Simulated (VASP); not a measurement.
# Se (P3_121) in VASP: notebook

The runs below take Se through single point, with PBE.

Everything below comes from runs of VASP 6.6.1. Logs are shortened: lines on timing, memory, paths and dates and some standing lists are left out, and cuts for length are marked.

## 1. The cell of the first run

The structure is trigonal, space group P3_121 (No. 152). The conventional cell has a = 4.292 Å, b = 4.292 Å, c = 4.870 Å, α = 90.00°, β = 90.00°, γ = 120.00°. Se (site symmetry 2) has 2 Se at 2.33 Å within 3.1 Å.

## 2. Single point, PBE

File INCAR:

```
SYSTEM = Se
PREC     = Accurate       ! precision mode
ENCUT    = 500            ! plane-wave cutoff, eV
EDIFF    = 1E-6           ! SCF threshold, eV
ISMEAR   = 0              ! smearing method
SIGMA    = 0.01           ! smearing width, eV
LREAL    = .False.        ! projectors in reciprocal space
LASPH    = .True.         ! aspherical terms in the spheres
NELM     = 120            ! most SCF steps
ALGO     = Normal         ! electronic algorithm
ISIF     = 2              ! what is computed and relaxed
LWAVE    = .False.        ! write WAVECAR
LCHARG   = .False.        ! write CHGCAR
GGA      = PE             ! functional
NBANDS   = 16             ! bands
GGA_COMPAT= .False.
```

File KPOINTS:

```
regular mesh
0
Gamma
  5 5 4
  0 0 0
```

File POSCAR:

```
Se
1.0
    4.2921823110      0.0000000000      0.0000000000
   -2.1460911555      3.7171388030      0.0000000000
    0.0000000000      0.0000000000      4.8696244551
Se
3
Direct
    0.2254000000      0.0000000000      0.3333333333
    0.0000000000      0.2254000000      0.6666666667
    0.7746000000      0.7746000000      0.0000000000
```

Potentials or basis: VASP PAW PBE potentials, release 64 (Se).

Command:

```
$ cat potpaw_PBE.64/Se/POTCAR > POTCAR
$ mpirun -np 1 vasp_std > vasp.out
```

OUTCAR:

```text
SYSTEM = Se
   PREC = Accurate
   ENCUT = 500
   EDIFF = 1E-6
   ISMEAR = 0
   LREAL = .False.
   LASPH = .True.
   NELM = 120
   ISIF = 2
   GGA = PE

 ion  position               nearest neighbor table
   1  0.225  0.000  0.333-   3 2.33   2 2.33
   2  0.000  0.225  0.667-   3 2.33   1 2.33
   3  0.775  0.775  0.000-   2 2.33   1 2.33

  LATTYP: Found a hexagonal cell.
 ALAT       =     4.2921823110
 C/A-ratio  =     1.1345334616

  Lattice vectors:

 A1 = (   4.2921823110,   0.0000000000,   0.0000000000)
 A2 = (  -2.1460911555,   3.7171388030,   0.0000000000)
 A3 = (   0.0000000000,   0.0000000000,   4.8696244551)

Analysis of symmetry for initial positions (statically):
=====================================================================
 Subroutine PRICEL returns:
 Original cell was already a primitive cell.

 Routine SETGRP: Setting up the symmetry group for a
 hexagonal supercell.

 Subroutine GETGRP returns: Found  6 space group operations
 (whereof  2 operations were pure point group operations)
 out of a pool of 24 trial point group operations.

The static configuration has the point symmetry C_2 .
 The point group associated with its full space group is D_3 .

Analysis of symmetry for dynamics (positions and initial velocities):
=====================================================================
 Subroutine PRICEL returns:
 Original cell was already a primitive cell.

 Routine SETGRP: Setting up the symmetry group for a
 hexagonal supercell.

 Subroutine GETGRP returns: Found  6 space group operations
 (whereof  2 operations were pure point group operations)
 out of a pool of 24 trial point group operations.

The dynamic configuration has the point symmetry C_2 .
 The point group associated with its full space group is D_3 .

 Subroutine INISYM returns: Found  6 space group operations
 (whereof  2 operations are pure point group operations),
 and found     1 'primitive' translations

----------------------------------------------------------------------------------------

                                     Primitive cell

  volume of cell :      77.6931

  direct lattice vectors                    reciprocal lattice vectors
     4.292182311  0.000000000  0.000000000     0.232981716  0.134512061  0.000000000
    -2.146091156  3.717138803  0.000000000     0.000000000  0.269024121  0.000000000
     0.000000000  0.000000000  4.869624455     0.000000000  0.000000000  0.205354645

  length of vectors
     4.292182311  4.292182211  4.869624455     0.269024115  0.269024121  0.205354645

  position of ions in fractional coordinates (direct lattice)
     0.225400000  0.000000000  0.333333333
     0.000000000  0.225400000  0.666666667
     0.774600000  0.774600000  0.000000000

  ion indices of the primitive-cell ions
   primitive index   ion index
                 1           1
                 2           2
                 3           3

----------------------------------------------------------------------------------------

 KPOINTS: regular mesh

Automatic generation of k-mesh.
 Grid dimensions read from file:
 generate k-points for:    5    5    4

 Generating k-lattice:

  Cartesian coordinates                     Fractional coordinates (reciprocal lattice)
     0.046596343  0.026902412  0.000000000     0.200000000  0.000000000  0.000000000
     0.000000000  0.053804824  0.000000000     0.000000000  0.200000000  0.000000000
     0.000000000  0.000000000  0.051338661     0.000000000  0.000000000  0.250000000

  Length of vectors
     0.053804823  0.053804824  0.051338661

  Shift w.r.t. Gamma in fractional coordinates (k-lattice)
     0.000000000  0.000000000  0.000000000

 Subroutine IBZKPT returns following result:
 ===========================================

 Found     17 irreducible k-points:

 Following reciprocal coordinates:
            Coordinates               Weight
  0.000000  0.000000  0.000000      1.000000
  0.200000 -0.000000  0.000000      6.000000
  0.400000 -0.000000  0.000000      6.000000
  0.200000  0.200000  0.000000      6.000000
  0.400000  0.200000  0.000000      6.000000
  0.000000  0.000000  0.250000      2.000000
[... 9 lines left out ...]
  0.200000  0.200000  0.500000      6.000000
  0.400000  0.200000  0.500000      6.000000
   k-points           NKPTS =     17   k-points in BZ     NKDIM =     17   number of bands    NBANDS=     16
   number of dos      NEDOS =    301   number of ions     NIONS =      3
   total plane-waves  NPLWV =  36864
   dimension x,y,z NGX =    32 NGY =   32 NGZ =   36
   dimension x,y,z NGXF=    64 NGYF=   64 NGZF=   72
   ions per type =               3
   NGX,Y,Z   is equivalent  to a cutoff of  12.39, 12.39, 12.29 a.u.
   NGXF,Y,Z  is equivalent  to a cutoff of  24.79, 24.79, 24.58 a.u.
 SYSTEM =  Se
   PREC   = accura    normal or accurate (medium, high low for compatibility)
   ISTART =      0    job   : 0-new  1-cont  2-samecut
   ICHARG =      2    charge: 1-file 2-atom 10-const
   ISPIN  =      1    spin polarized calculation?
   LNONCOLLINEAR =      F non collinear calculations
   LSORBIT =      F    spin-orbit coupling
   LASPH  =      T    aspherical Exc in radial PAW
   ENCUT  =  500.0 eV  36.75 Ry    6.06 a.u.   7.83  7.83  8.88*2*pi/ulx,y,z
   NELM   =    120;   NELMIN=  2; NELMDL= -5     # of ELM steps
   EDIFF  = 0.1E-05   stopping-criterion for ELM
   LREAL  =      F    real-space projection
   EDIFFG = 0.1E-04   stopping-criterion for IOM
   NSW    =      0    number of steps for IOM
   IBRION =     -1    ionic relax: 0-MD 1-quasi-New 2-CG
   NFREE  =      0    steps in history (QN), initial steepest desc. (CG)
   ISIF   =      2    stress and relaxation
   ISYM   =      2    0-nonsym 1-usesym 2-fastsym
   POTIM  = 0.5000    time-step for ionic-motion
   TEBEG  =    0.0;   TEEND  =   0.0 temperature during run
   PSTRESS=    0.0 pullay stress
   NELECT =      18.0000    total number of electrons
   NUPDOWN=      -1.0000    fix difference up-down
   EMIN   =  10.00;   EMAX   =-10.00  energy-range for DOS
   EFERMI =   0.00;   METHOD = LEGACY
   ISMEAR =     0;   SIGMA  =   0.01  broadening in eV -4-tet -1-fermi 0-gaus
   EFERMI_NEDOS =   21; number of points for ismear=-14 and -15
   IALGO  =     38    algorithm
   IMIX   =      4    mixing-type and parameters
     AMIX     =   0.40;   BMIX     =  1.00
     AMIX_MAG =   1.60;   BMIX_MAG =  1.00
  volume/ion in A,a.u.               =      25.90       174.77
  Fermi-wavevector in a.u.,A,eV,Ry     =   1.005476  1.900073 13.755234  1.010981
  Thomas-Fermi vector in A             =   2.138157
   LORBIT       =      0    0 simple, 1 ext, 2 COOP (PROOUT), +10 PAW based schemes
   GGA     = PE    functional components
   LHFCALC =     F    Hartree Fock is set to
   AEXX    =    0.0000 exact exchange contribution
   IVDW    =     0    specifies the selected vdW correction
   LEPSILON=     F    determine dielectric tensor
   LRPA    =     F    only Hartree local field effects (RPA)
 non-spin polarized calculation
 Gauss-broadening in eV      SIGMA  =   0.01
  energy-cutoff  :      500.00
  volume of cell :       77.69
 maximum number of plane-waves:      1998
 NGX is ok and might be reduce to    32
   NGX = 15   NGY = 15   NGZ = 17

 number of electron      18.0000000 magnetization

 Free energy of the ion-electron system (eV)
  ---------------------------------------------------
  ext. energy  EPLUGINS =         0.00000000
  ---------------------------------------------------
  free energy    TOTEN  =       -10.35002829 eV

  energy without entropy =      -10.35002829  energy(sigma->0) =      -10.35002829

 E-fermi :   3.2952     XC(G=0):  -9.0663

 val. band max:        3.2079121708   @ k =   0.4000   0.2000   0.5000
 cond. band min:       4.4008563119   @ k =   0.0000   0.0000   0.5000
 fundamental gap:      1.1929441411
 Fermi energy:         3.2951582761

 k-point     1 :       0.0000    0.0000    0.0000
  band No.  band energies     occupation
      1     -13.0774      2.00000
      2      -8.6572      2.00000
      3      -8.6572      2.00000
      4      -0.8006      2.00000
      5      -0.7696      2.00000
      6      -0.7696      2.00000
[... 8 lines left out ...]
     15       9.5708      0.00000
     16      11.5515      0.00000

 k-point     2 :       0.2000   -0.0000    0.0000
  band No.  band energies     occupation
      1     -12.9165      2.00000
      2      -8.8084      2.00000
      3      -8.6361      2.00000
      4      -1.7566      2.00000
      5      -1.2308      2.00000
      6      -0.5694      2.00000
[... 8 lines left out ...]
     15      10.8459      0.00000
     16      11.6846      0.00000

 k-point     3 :       0.4000   -0.0000    0.0000
  band No.  band energies     occupation
      1     -12.6098      2.00000
      2      -9.1402      2.00000
      3      -8.6004      2.00000
      4      -2.2477      2.00000
      5      -1.6882      2.00000
      6      -0.5742      2.00000
[... 8 lines left out ...]
     15      12.2422      0.00000
     16      13.2485      0.00000

 k-point     4 :       0.2000    0.2000    0.0000
  band No.  band energies     occupation
      1     -12.6759      2.00000
      2      -8.9897      2.00000
      3      -8.6900      2.00000
      4      -2.0810      2.00000
      5      -1.8326      2.00000
      6      -0.3406      2.00000
[... 8 lines left out ...]
     15      11.6672      0.00000
     16      12.5970      0.00000

 k-point     5 :       0.4000    0.2000    0.0000
  band No.  band energies     occupation
      1     -12.5043      2.00000
      2      -9.1072      2.00000
      3      -8.7641      2.00000
      4      -2.1885      2.00000
      5      -1.9626      2.00000
      6      -0.1220      2.00000
[... 8 lines left out ...]
     15      11.7077      0.00000
     16      13.1277      0.00000

 k-point     6 :       0.0000    0.0000    0.2500
  band No.  band energies     occupation
      1     -12.7634      2.00000
      2     -10.4134      2.00000
      3      -6.9657      2.00000
      4      -1.4402      2.00000
      5      -0.6292      2.00000
      6      -0.4320      2.00000
[... 8 lines left out ...]
     15      10.5334      0.00000
     16      10.8609      0.00000
[... 134 lines left out ...]
 k-point    14 :       0.2000   -0.0000    0.5000
  band No.  band energies     occupation
      1     -11.7387      2.00000
      2     -11.6972      2.00000
      3      -6.5822      2.00000
      4      -2.2607      2.00000
      5      -0.8818      2.00000
      6      -0.7420      2.00000
[... 8 lines left out ...]
     15      11.0538      0.00000
     16      11.8137      0.00000

 k-point    15 :       0.4000   -0.0000    0.5000
  band No.  band energies     occupation
      1     -11.5509      2.00000
      2     -11.4138      2.00000
      3      -7.2706      2.00000
      4      -2.9449      2.00000
      5      -1.4229      2.00000
      6      -1.2023      2.00000
[... 8 lines left out ...]
     15      11.7144      0.00000
     16      12.4902      0.00000

 k-point    16 :       0.2000    0.2000    0.5000
  band No.  band energies     occupation
      1     -11.5712      2.00000
      2     -11.4929      2.00000
      3      -7.1198      2.00000
      4      -2.6919      2.00000
      5      -1.5383      2.00000
      6      -1.3994      2.00000
[... 8 lines left out ...]
     15      11.4838      0.00000
     16      12.1888      0.00000

 k-point    17 :       0.4000    0.2000    0.5000
  band No.  band energies     occupation
      1     -11.4501      2.00000
      2     -11.3594      2.00000
      3      -7.4382      2.00000
      4      -2.9558      2.00000
      5      -1.8980      2.00000
      6      -1.8213      2.00000
[... 8 lines left out ...]
     15      12.0484      0.00000
     16      12.2144      0.00000

------------------------ aborting loop because EDIFF is reached ----------------------------------------

  FORCE on cell =-STRESS in cart. coord.  units (eV):
  Direction    XX          YY          ZZ          XY          YZ          ZX
  --------------------------------------------------------------------------------------
  -------------------------------------------------------------------------------------
  Total        2.5290511      2.5290509      4.3812799     -0.0000000      0.0000000     -0.0000000
  in kB       52.1537786     52.1537753     90.3502122     -0.0000000      0.0000000     -0.0000000
  external PRESSURE =      64.8859220 kB  Pullay stress =       0.0000000 kB

 VOLUME and BASIS-vectors are now :
 -----------------------------------------------------------------------------
  energy-cutoff  :      500.00
  volume of cell :       77.69
      direct lattice vectors                 reciprocal lattice vectors
     4.292182311  0.000000000  0.000000000     0.232981716  0.134512061  0.000000000
    -2.146091156  3.717138803  0.000000000     0.000000000  0.269024121  0.000000000
     0.000000000  0.000000000  4.869624455     0.000000000  0.000000000  0.205354645

 POSITION                                       TOTAL-FORCE (eV/Angst)
 -----------------------------------------------------------------------------------
      0.96746      0.00000      1.62321         1.018547     -0.000000      0.000000
     -0.48373      0.83784      3.24642        -0.509273      0.882087     -0.000000
      1.66236      2.87930      0.00000        -0.509273     -0.882087     -0.000000
 -----------------------------------------------------------------------------------
    total drift:                               -0.000000     -0.000000     -0.000000

  FREE ENERGIE OF THE ION-ELECTRON SYSTEM (eV)
  ---------------------------------------------------
  free  energy   TOTEN  =       -10.3500282892 eV

  energy  without entropy=      -10.3500282892  energy(sigma->0) =      -10.35002829
```

Run time: 21 s. Hardware: 1 thread of Intel Xeon 8259CL, shared host; peak memory 0.18 GiB.

Results:

- Free energy: -10.3500 eV
- Pressure: 6.5 GPa
- Largest force: 1.019 eV/Å
- Band gap on the k mesh: 1.19 eV (least direct gap 1.41 eV)

Forces in eV/Å, atoms in the order of the input:
```
Se   1.019  0.000  0.000
Se  -0.509  0.882  0.000
Se  -0.509 -0.882  0.000
```

Levels at points of the mesh, in eV from the valence-band top:
```tsv
k point	band 6	band 7	band 8	band 9	band 10	band 11	band 12	band 13
(0.00, 0.00, 0.00)	-3.98	-2.25	-2.25	-0.48	1.97	1.97	2.19	6.29
(0.00, 0.00, 0.50)	-3.56	-1.71	-1.71	-1.24	1.19	1.19	1.27	6.09
```

Caveat: the cell stands under pressure; an odd mesh through Γ misses points on the zone boundary, where band edges can lie; forces of over 1 eV/Å act on the atoms, so gaps and moduli don't describe the material at rest.

## 3. Single point, PBE

This run uses another cell than the first one, of 26.72 Å³/atom.

File INCAR:

```
  ALGO = Normal
  EDIFF = 1E-6
  ENCUT = 500
  GGA = PE
  GGA_COMPAT = False
  ISIF = 2
  ISMEAR = 0
  LASPH = True
  LCHARG = False
  LREAL = False
  LWAVE = False
  NBANDS = 16
  NELM = 120
  PREC = Accurate
  SIGMA = 0.01
```

File KPOINTS:

```
k-points
0
Gamma
  5 5 4
```

File POSCAR:

```
Se
1.0
    4.3368957613      0.0000000000      0.0000000000
   -2.1684478807      3.7558617857      0.0000000000
    0.0000000000      0.0000000000      4.9203533607
Se
3
Direct
    0.2254000000      0.0000000000      0.3333333333
    0.0000000000      0.2254000000      0.6666666667
    0.7746000000      0.7746000000      0.0000000000
```

Potentials or basis: VASP PAW PBE potentials, release 64 (Se).

Command:

```
$ cat potpaw_PBE.64/Se/POTCAR > POTCAR
$ mpirun -np 1 vasp_std > vasp.out
```

Wall time 24 s (1 thread of Intel Xeon 8259CL, shared host); peak memory 0.18 GiB.

It converged, with:

```
Free energy            : -10.4318 eV
Pressure               : 4.2 GPa
Largest force          : 0.657 eV/Å
Band gap on the k mesh : 1.22 eV (least direct gap 1.37 eV)
```

Forces on the atoms (eV/Å):
```
Se   0.657  0.000  0.000
Se  -0.328  0.569  0.000
Se  -0.328 -0.569  0.000
```

Stress tensor (GPa, compression positive):
```
3.38 0.00 0.00
0.00 3.38 0.00
0.00 0.00 5.95
```

Levels at points of the mesh, in eV from the valence-band top:
| k point | band 7 | band 8 | band 9 | band 10 | band 11 | band 12 |
| --- | --- | --- | --- | --- | --- | --- |
| (0.00, 0.00, 0.00) | -2.11 | -2.11 | -0.42 | 1.93 | 1.93 | 2.19 |
| (0.00, 0.00, 0.50) | -1.60 | -1.60 | -1.16 | 1.22 | 1.22 | 1.29 |

Caveat: the cell stands under pressure; an odd mesh through Γ misses points on the zone boundary, where band edges can lie.

## 4. Single point, PBE

This run uses another cell than the first one, of 27.53 Å³/atom.

File INCAR:

```
SYSTEM = Se
PREC = Accurate ; ENCUT = 500
EDIFF = 1E-6 ; ISMEAR = 0
SIGMA = 0.01 ; LREAL = .FALSE.
LASPH = .TRUE. ; NELM = 120
ALGO = Normal ; ISIF = 2
LWAVE = .FALSE. ; LCHARG = .FALSE.
GGA = PE ; NBANDS = 16
GGA_COMPAT = .FALSE.
```

File KPOINTS:

```
regular mesh
0
G
  5 5 4
  0 0 0
```

File POSCAR:

```
Se
1.0
    4.3807057544      0.0000000000      0.0000000000
   -2.1903528772      3.7938023514      0.0000000000
    0.0000000000      0.0000000000      4.9700572638
Se
3
Direct
    0.2254000000      0.0000000000      0.3333333333
    0.0000000000      0.2254000000      0.6666666667
    0.7746000000      0.7746000000      0.0000000000
```

Command:

```
$ cat potpaw_PBE.64/Se/POTCAR > POTCAR
$ mpirun -np 1 vasp_std > vasp.out
```

Run time: 25 s. Hardware: 1 thread of Intel Xeon 8259CL, shared host; peak memory 0.18 GiB.

The run converged. Its results:

```
Free energy            : -10.4815 eV
Pressure               : 2.3 GPa
Largest force          : 0.332 eV/Å
Band gap on the k mesh : 1.25 eV (least direct gap 1.33 eV)
```

Forces in eV/Å, atoms in the order of the input:
```
Se   0.332  0.000  0.000
Se  -0.166  0.288  0.000
Se  -0.166 -0.288  0.000
```

Stress tensor (GPa, compression positive):
```
1.81 0.00 0.00
0.00 1.81 0.00
0.00 0.00 3.31
```

Levels at points of the mesh, in eV from the valence-band top:
```
           k point  band 6  band 7  band 8  band 9  band 10  band 11  band 12  band 13
(0.00, 0.00, 0.00)   -3.68   -1.98   -1.98   -0.37     1.90     1.90     2.19     6.18
(0.00, 0.00, 0.50)   -3.32   -1.49   -1.49   -1.08     1.25     1.25     1.31     6.32
```

Caveat: an odd mesh through Γ misses points on the zone boundary, where band edges can lie.

## 5. Single point, PBE

This run uses another cell than the first one, of 28.35 Å³/atom.

File INCAR:

```
ALGO     = Normal         # electronic algorithm
EDIFF    = 1E-6           # SCF threshold, eV
ENCUT    = 500            # plane-wave cutoff, eV
GGA      = PE             # functional
GGA_COMPAT= F            
ISIF     = 2              # what is computed and relaxed
ISMEAR   = 0              # smearing method
LASPH    = T              # aspherical terms in the spheres
LCHARG   = F              # write CHGCAR
LREAL    = F              # projectors in reciprocal space
LWAVE    = F              # write WAVECAR
NBANDS   = 16             # bands
NELM     = 120            # most SCF steps
PREC     = Accurate       # precision mode
SIGMA    = 0.01           # smearing width, eV
```

File KPOINTS:

```
k-points
0
Gamma
  5 5 4
```

File POSCAR:

```
Se
1.0
    4.4236565890      0.0000000000      0.0000000000
   -2.2118282945      3.8309988641      0.0000000000
    0.0000000000      0.0000000000      5.0187864228
Se
3
Direct
    0.2254000000      0.0000000000      0.3333333333
    0.0000000000      0.2254000000      0.6666666667
    0.7746000000      0.7746000000      0.0000000000
```

Command:

```
$ cat potpaw_PBE.64/Se/POTCAR > POTCAR
$ mpirun -np 1 vasp_std > vasp.out
```

It took 30 s on 1 thread of Intel Xeon 8259CL, shared host; peak memory 0.19 GiB.

The run converged. Its results:

```
Free energy            : -10.5040 eV
Pressure               : 0.7 GPa
Largest force          : 0.041 eV/Å
Band gap on the k mesh : 1.27 eV (least direct gap 1.30 eV)
```

Forces in eV/Å, atoms in the order of the input:
```
Se   0.041  0.000  0.000
Se  -0.020  0.035  0.000
Se  -0.020 -0.035  0.000
```

Stress tensor (GPa, compression positive):
```
0.47 0.00 0.00
0.00 0.47 0.00
0.00 0.00 1.05
```

Levels at points of the mesh, in eV from the valence-band top:
```
           k point  band 6  band 7  band 8  band 9  band 10  band 11  band 12  band 13
(0.00, 0.00, 0.00)   -3.54   -1.87   -1.87   -0.33     1.86     1.86     2.19     6.12
(0.00, 0.00, 0.50)   -3.21   -1.39   -1.39   -1.01     1.27     1.27     1.31     6.42
```

Caveat: an odd mesh through Γ misses points on the zone boundary, where band edges can lie.

[end of part 1 of 2]
